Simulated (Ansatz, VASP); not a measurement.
## Two plane-wave programs on Hf2NO

```xyz
4
Lattice="3.4864 0.0000 0.0000 0.0000 3.4864 0.0000 0.0000 0.0000 4.9516" Properties=species:S:1:pos:R:3 pbc="T T T"
Hf    1.7432    0.0000    3.6550
Hf    0.0000    1.7432    1.2966
N     0.0000    0.0000    2.4758
O     1.7432    1.7432    0.0000
```

Change from the starting cell: species swapped into the ZnGeAs2 type (P-4m2, No. 115).

Alike in both runs: functional PBE; k mesh 14 × 14 × 10; occupations gaussian, width 0.1 eV; no spin polarisation.

Ansatz relaxed the structure, and its values are those at the end. VASP's run is a single point on that final structure, the one shown.

|  | VASP | Ansatz |
| --- | --- | --- |
| version | VASP 6.6.1 | Ansatz 0.2.0 |
| potentials or method | VASP PAW PBE potentials, release 64 (Hf_pv, N, O), cutoff 520 eV | scalar-relativistic, plane waves, PAW |
| valence electrons in the cell | 31 | 63 |

|  | VASP | Ansatz | Ansatz less VASP |
| --- | --- | --- | --- |
| gap on the k mesh at the Fermi level (eV) | none | none | - |
| pressure (GPa) | -1.5 | 0.0 | +1.50 |
| rms of the force components (eV/Å) | 0.007 | 0.000 | -0.0065 |

A gap of «none» marks a metal or a gap that the smearing closes. VASP's potentials hold 31 valence electrons a cell and Ansatz's 63, so a difference there can come from the potentials and not from the codes.

Spin-orbit coupling is off throughout.
